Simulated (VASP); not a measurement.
# SrTiO3 (I4/mcm) in VASP: electric field gradients with PBE

Aim: the electric field gradients of SrTiO3 with PBE.

All numbers are computed with VASP 6.6.1; they aren't measurements. Logs are shortened: lines on timing, memory, paths and dates and some standing lists are left out, and cuts for length are marked.

## Step 1: The cell of the first run

Symmetry: I4/mcm, No. 140, tetragonal system. Conventional cell: a = 5.511 Å, b = 5.511 Å, c = 7.796 Å, α = 90.00°, β = 90.00°, γ = 90.00°. Sr (site symmetry -42m) has 12 O at 2.73 to 2.78 Å and 8 Ti at 3.38 Å within 3.6 Å. Within 2.6 Å of Ti (site symmetry 4/m) lie 6 O at 1.95 Å. O (site symmetry 422) has 2 Ti at 1.95 Å within 2.6 Å. Within 2.6 Å of O (site symmetry m2m) lie 2 Ti at 1.95 Å.

## Step 2: Electric field gradients, PBE

The input, INCAR:

```
PREC = Accurate
ENCUT = 520
EDIFF = 1E-8
ISMEAR = -1
SIGMA = 0.02
LREAL = F
LASPH = T
NELM = 60
ALGO = Normal
ISIF = 2
LWAVE = F
LCHARG = F
GGA = PE
LEFG = T
NBANDS = 51
```

The input, KPOINTS:

```
Automatic mesh
0
Gamma
  8 8 8
```

The input, POSCAR:

```
SrTiO3
1.0
   -2.7555000000      2.7555000000      3.8980000000
    2.7555000000     -2.7555000000      3.8980000000
    2.7555000000      2.7555000000     -3.8980000000
Sr Ti O
2 2 6
Direct
    0.7500000000      0.2500000000      0.5000000000
    0.2500000000      0.7500000000      0.5000000000
    0.0000000000      0.0000000000      0.0000000000
    0.5000000000      0.5000000000      0.0000000000
    0.2500000000      0.2500000000      0.0000000000
    0.7500000000      0.7500000000      0.0000000000
    0.7451000000      0.2451000000      0.9902000000
    0.2451000000      0.2549000000      0.5000000000
    0.2549000000      0.7549000000      0.0098000000
    0.7549000000      0.7451000000      0.5000000000
```

Potentials or basis: VASP PAW PBE potentials, release 64 (Sr_sv, Ti_sv, O).

Started as:

```console
> cat potpaw_PBE.64/Sr_sv/POTCAR potpaw_PBE.64/Ti_sv/POTCAR potpaw_PBE.64/O/POTCAR > POTCAR
> mpirun -np 1 vasp_std > vasp.out
```

OUTCAR:

```text
PREC = Accurate
   ENCUT = 520
   EDIFF = 1E-8
   ISMEAR = -1
   LREAL = F
   LASPH = T
   NELM = 60
   ISIF = 2
   GGA = PE

 ion  position               nearest neighbor table
   1  0.750  0.250  0.500-   8 2.73   9 2.73  10 2.73   7 2.73   5 2.76   6 2.76   6 2.76   5 2.76
                             7 2.78   9 2.78   8 2.78  10 2.78   4 3.38   3 3.38   4 3.38   4 3.38
   2  0.250  0.750  0.500-   7 2.73   8 2.73  10 2.73   9 2.73   5 2.76   6 2.76   5 2.76   6 2.76
                             9 2.78   8 2.78  10 2.78   7 2.78   4 3.38   3 3.38   4 3.38   3 3.38
   3  0.000  0.000  0.000-   7 1.95   8 1.95   9 1.95  10 1.95   5 1.95   6 1.95   1 3.38   2 3.38
                             1 3.38   1 3.38   2 3.38   2 3.38   1 3.38   2 3.38
   4  0.500  0.500  0.000-   7 1.95   9 1.95  10 1.95   8 1.95   5 1.95   6 1.95   1 3.38   2 3.38
                             2 3.38   1 3.38   2 3.38   1 3.38   2 3.38   1 3.38
   5  0.250  0.250  0.000-   3 1.95   4 1.95   1 2.76   2 2.76   2 2.76   1 2.76
   6  0.750  0.750  0.000-   3 1.95   4 1.95   1 2.76   2 2.76   1 2.76   2 2.76
   7  0.745  0.245  0.990-   3 1.95   4 1.95   2 2.73   1 2.73   1 2.78   2 2.78
   8  0.245  0.255  0.500-   4 1.95   3 1.95   1 2.73   2 2.73   1 2.78   2 2.78
   9  0.255  0.755  0.010-   3 1.95   4 1.95   1 2.73   2 2.73   2 2.78   1 2.78
  10  0.755  0.745  0.500-   3 1.95   4 1.95   1 2.73   2 2.73   1 2.78   2 2.78

  LATTYP: Found a body centered tetragonal cell.
 ALAT       =     5.5110000000
 C/A-ratio  =     1.4146252949

  Lattice vectors:

 A1 = (  -2.7555000000,   2.7555000000,   3.8980000000)
 A2 = (   2.7555000000,  -2.7555000000,   3.8980000000)
 A3 = (   2.7555000000,   2.7555000000,  -3.8980000000)

Analysis of symmetry for initial positions (statically):
=====================================================================
 Subroutine PRICEL returns:
 Original cell was already a primitive cell.

 Routine SETGRP: Setting up the symmetry group for a
 body centered tetragonal supercell.

 Subroutine GETGRP returns: Found 16 space group operations
 (whereof  8 operations were pure point group operations)
 out of a pool of 16 trial point group operations.

The static configuration has the point symmetry C_4h.
 The point group associated with its full space group is D_4h.

Analysis of symmetry for dynamics (positions and initial velocities):
=====================================================================
 Subroutine PRICEL returns:
 Original cell was already a primitive cell.

 Routine SETGRP: Setting up the symmetry group for a
 body centered tetragonal supercell.

 Subroutine GETGRP returns: Found 16 space group operations
 (whereof  8 operations were pure point group operations)
 out of a pool of 16 trial point group operations.

The dynamic configuration has the point symmetry C_4h.
 The point group associated with its full space group is D_4h.

 Subroutine INISYM returns: Found 16 space group operations
 (whereof  8 operations are pure point group operations),
 and found     1 'primitive' translations

----------------------------------------------------------------------------------------

                                     Primitive cell

  volume of cell :     118.3866

  direct lattice vectors                    reciprocal lattice vectors
    -2.755500000  2.755500000  3.898000000     0.000000000  0.181455271  0.128270908
     2.755500000 -2.755500000  3.898000000     0.181455271  0.000000000  0.128270908
     2.755500000  2.755500000 -3.898000000     0.181455271  0.181455271  0.000000000

  length of vectors
     5.511802291  5.511802291  5.511802291     0.222214854  0.222214854  0.256616506

  position of ions in fractional coordinates (direct lattice)
     0.750000000  0.250000000  0.500000000
     0.250000000  0.750000000  0.500000000
     0.000000000  0.000000000  0.000000000
     0.500000000  0.500000000  0.000000000
     0.250000000  0.250000000  0.000000000
     0.750000000  0.750000000  0.000000000
     0.745100000  0.245100000  0.990200000
     0.245100000  0.254900000  0.500000000
     0.254900000  0.754900000  0.009800000
     0.754900000  0.745100000  0.500000000

  ion indices of the primitive-cell ions
   primitive index   ion index
                 1           1
                 2           2
                 3           3
                 4           4
                 5           5
                 6           6
                 7           7
                 8           8
                 9           9
                10          10

----------------------------------------------------------------------------------------

 KPOINTS: Automatic mesh

Automatic generation of k-mesh.
 Grid dimensions read from file:
 generate k-points for:    8    8    8

 Generating k-lattice:

  Cartesian coordinates                     Fractional coordinates (reciprocal lattice)
     0.000000000  0.022681909  0.016033864     0.125000000  0.000000000 -0.000000000
[... 53 lines left out ...]
   ISPIN  =      1    spin polarized calculation?
   LNONCOLLINEAR =      F non collinear calculations
   LSORBIT =      F    spin-orbit coupling
   LASPH  =      T    aspherical Exc in radial PAW
   ENCUT  =  520.0 eV  38.22 Ry    6.18 a.u.  10.25 10.25 10.25*2*pi/ulx,y,z
   NELM   =     60;   NELMIN=  2; NELMDL= -5     # of ELM steps
   EDIFF  = 0.1E-07   stopping-criterion for ELM
   LREAL  =      F    real-space projection
   EDIFFG = 0.1E-06   stopping-criterion for IOM
   NSW    =      0    number of steps for IOM
   IBRION =     -1    ionic relax: 0-MD 1-quasi-New 2-CG
   NFREE  =      0    steps in history (QN), initial steepest desc. (CG)
   ISIF   =      2    stress and relaxation
   ISYM   =      2    0-nonsym 1-usesym 2-fastsym
   POTIM  = 0.5000    time-step for ionic-motion
   TEBEG  =    0.0;   TEEND  =   0.0 temperature during run
   PSTRESS=    0.0 pullay stress
   NELECT =      80.0000    total number of electrons
   NUPDOWN=      -1.0000    fix difference up-down
   EMIN   =  10.00;   EMAX   =-10.00  energy-range for DOS
   EFERMI =   0.00;   METHOD = LEGACY
   ISMEAR =    -1;   SIGMA  =   0.02  broadening in eV -4-tet -1-fermi 0-gaus
   EFERMI_NEDOS =   21; number of points for ismear=-14 and -15
   IALGO  =     38    algorithm
   IMIX   =      4    mixing-type and parameters
     AMIX     =   0.40;   BMIX     =  1.00
     AMIX_MAG =   1.60;   BMIX_MAG =  1.00
  volume/ion in A,a.u.               =      11.84        79.89
  Fermi-wavevector in a.u.,A,eV,Ry     =   1.436605  2.714789 28.080152  2.063833
  Thomas-Fermi vector in A             =   2.555774
   LORBIT       =      0    0 simple, 1 ext, 2 COOP (PROOUT), +10 PAW based schemes
   GGA     = PE    functional components
   LHFCALC =     F    Hartree Fock is set to
   AEXX    =    0.0000 exact exchange contribution
   IVDW    =     0    specifies the selected vdW correction
   LEPSILON=     F    determine dielectric tensor
   LRPA    =     F    only Hartree local field effects (RPA)
 non-spin polarized calculation
  energy-cutoff  :      520.00
  volume of cell :      118.39
 maximum number of plane-waves:      3250
 NGX is ok and might be reduce to    42
   NGX = 21   NGY = 21   NGZ = 21

 number of electron      80.0000002 magnetization

 Free energy of the ion-electron system (eV)
  ---------------------------------------------------
  ext. energy  EPLUGINS =         0.00000000
  ---------------------------------------------------
  free energy    TOTEN  =       -80.12915478 eV

  energy without entropy =      -80.12915478  energy(sigma->0) =      -80.12915478

 E-fermi :   4.6601     XC(G=0): -11.3024

 val. band max:        4.2089624204   @ k =   0.0000   0.0000   0.0000
 cond. band min:       6.0811351530   @ k =   0.0000   0.0000   0.0000
 fundamental gap:      1.8721727326
 Fermi energy:         4.6600688490

 k-point     1 :       0.0000    0.0000    0.0000
  band No.  band energies     occupation
      1     -52.2281      2.00000
      2     -52.2234      2.00000
      3     -28.5536      2.00000
      4     -28.5454      2.00000
      5     -28.5454      2.00000
      6     -28.5454      2.00000
[... 1285 lines left out ...]
     50      11.4155      0.00000
     51      11.8442      0.00000

 [... further k-points ...]

------------------------ aborting loop because EDIFF is reached ----------------------------------------

  FORCE on cell =-STRESS in cart. coord.  units (eV):
  Direction    XX          YY          ZZ          XY          YZ          ZX
  --------------------------------------------------------------------------------------
  -------------------------------------------------------------------------------------
  Total        4.5225719      4.5225719      4.5150896      0.0000000      0.0000000      0.0000000
  in kB       61.2059170     61.2059170     61.1046554      0.0000000      0.0000000      0.0000000
  external PRESSURE =      61.1721631 kB  Pullay stress =       0.0000000 kB

 VOLUME and BASIS-vectors are now :
 -----------------------------------------------------------------------------
  energy-cutoff  :      520.00
  volume of cell :      118.39
      direct lattice vectors                 reciprocal lattice vectors
    -2.755500000  2.755500000  3.898000000     0.000000000  0.181455271  0.128270908
     2.755500000 -2.755500000  3.898000000     0.181455271  0.000000000  0.128270908
     2.755500000  2.755500000 -3.898000000     0.181455271  0.181455271  0.000000000

 POSITION                                       TOTAL-FORCE (eV/Angst)
 -----------------------------------------------------------------------------------
     -0.00000      2.75550      1.94900         0.000000      0.000000      0.000000
      2.75550     -0.00000      1.94900         0.000000     -0.000000      0.000000
      0.00000      0.00000      0.00000         0.000000     -0.000000      0.000000
      0.00000      0.00000      3.89800         0.000000     -0.000000      0.000000
      0.00000      0.00000      1.94900         0.000000     -0.000000      0.000000
      0.00000      0.00000      5.84700         0.000000      0.000000      0.000000
      1.35075      4.10625      0.00000        -0.010707     -0.010707     -0.000000
      1.40475      1.35075      0.00000         0.010707     -0.010707      0.000000
      1.40475     -1.35075      3.89800         0.010707      0.010707      0.000000
      1.35075      1.40475      3.89800        -0.010707      0.010707      0.000000
 -----------------------------------------------------------------------------------
    total drift:                               -0.000000      0.000000      0.000000

  FREE ENERGIE OF THE ION-ELECTRON SYSTEM (eV)
  ---------------------------------------------------
  free  energy   TOTEN  =       -80.1291547755 eV

  energy  without entropy=      -80.1291547755  energy(sigma->0) =      -80.12915478

 Electric field gradients (V/A^2)
---------------------------------------------------------------------
 ion       V_xx      V_yy      V_zz      V_xy      V_xz      V_yz
---------------------------------------------------------------------
   1       0.352     0.352    -0.704     0.000     0.000     0.000
   2       0.352     0.352    -0.704     0.000     0.000     0.000
   3      -0.058    -0.058     0.117     0.001     0.001     0.001
   4      -0.058    -0.058     0.117     0.001     0.001     0.001
   5      -5.452    -5.452    10.905     0.001     0.000     0.000
   6      -5.452    -5.452    10.905     0.001     0.000     0.000
   7       2.709     2.709    -5.418    -8.199    -0.002    -0.002
   8       2.710     2.710    -5.420     8.197    -0.001    -0.001
   9       2.709     2.709    -5.418    -8.199    -0.002    -0.002
  10       2.710     2.710    -5.420     8.197    -0.001    -0.001
---------------------------------------------------------------------

 Electric field gradients after diagonalization (V/A^2)
 (convention: |V_zz| > |V_xx| > |V_yy|)
----------------------------------------------------------------------
 ion       V_xx      V_yy      V_zz     asymmetry (V_yy - V_xx)/ V_zz
----------------------------------------------------------------------
   1       0.352     0.352    -0.704       0.001
   2       0.352     0.352    -0.704       0.001
   3      -0.059    -0.058     0.117       0.014
   4      -0.059    -0.058     0.117       0.014
   5      -5.454    -5.451    10.905       0.000
   6      -5.454    -5.451    10.905       0.000
   7      -5.490    -5.418    10.908       0.007
   8      -5.487    -5.420    10.906       0.006
   9      -5.490    -5.418    10.908       0.007
  10      -5.487    -5.420    10.906       0.006
----------------------------------------------------------------------

           NMR quadrupolar parameters

 Cq : quadrupolar parameter    Cq=e*Q*V_zz/h
 eta: asymmetry parameters     (V_yy - V_xx)/ V_zz
 Q  : nuclear electric quadrupole moment in mb (millibarn)
----------------------------------------------------------------------
 ion       Cq(MHz)       eta       Q (mb)
----------------------------------------------------------------------
   1      -0.002       0.001       1.000
   2      -0.002       0.001       1.000
   3       0.000       0.014       1.000
   4       0.000       0.014       1.000
   5       0.026       0.000       1.000
   6       0.026       0.000       1.000
   7       0.026       0.007       1.000
   8       0.026       0.006       1.000
   9       0.026       0.007       1.000
  10       0.026       0.006       1.000
----------------------------------------------------------------------
```

It took 7.8 min on 1 thread of Intel Xeon Platinum 8375C at 2.90GHz (Ice Lake), shared host; peak memory 0.45 GiB.

Results:

- Free energy: -80.1292 eV
- Pressure: 6.1 GPa
- Largest force: 0.015 eV/Å
- Band gap on the k mesh: 1.87 eV
- Largest electric field gradient by atom: Sr -0.7; Ti +0.1; O +10.9 V/Å²

Forces on the atoms (eV/Å):
```
Sr   0.000  0.000  0.000
Sr   0.000  0.000  0.000
Ti   0.000  0.000  0.000
Ti   0.000  0.000  0.000
O    0.000  0.000  0.000
O    0.000  0.000  0.000
O   -0.011 -0.011  0.000
O    0.011 -0.011  0.000
O    0.011  0.011  0.000
O   -0.011  0.011  0.000
```

Electric field gradients, principal values (V/Å²):
```csv
atom,least,middle,greatest (by size)
1 Sr,0.352,0.352,-0.704
2 Sr,0.352,0.352,-0.704
3 Ti,-0.058,-0.059,0.117
4 Ti,-0.058,-0.059,0.117
5 O,-5.451,-5.454,10.905
6 O,-5.451,-5.454,10.905
7 O,-5.418,-5.490,10.908
8 O,-5.420,-5.487,10.906
9 O,-5.418,-5.490,10.908
10 O,-5.420,-5.487,10.906
```

Caveat: the cell stands under pressure; without QUAD_EFG the Cq values of the log hold for a quadrupole moment of 1 mb, not for the nuclei. Expect the measured gap to be larger: semilocal functionals such as PBE lack the derivative discontinuity.
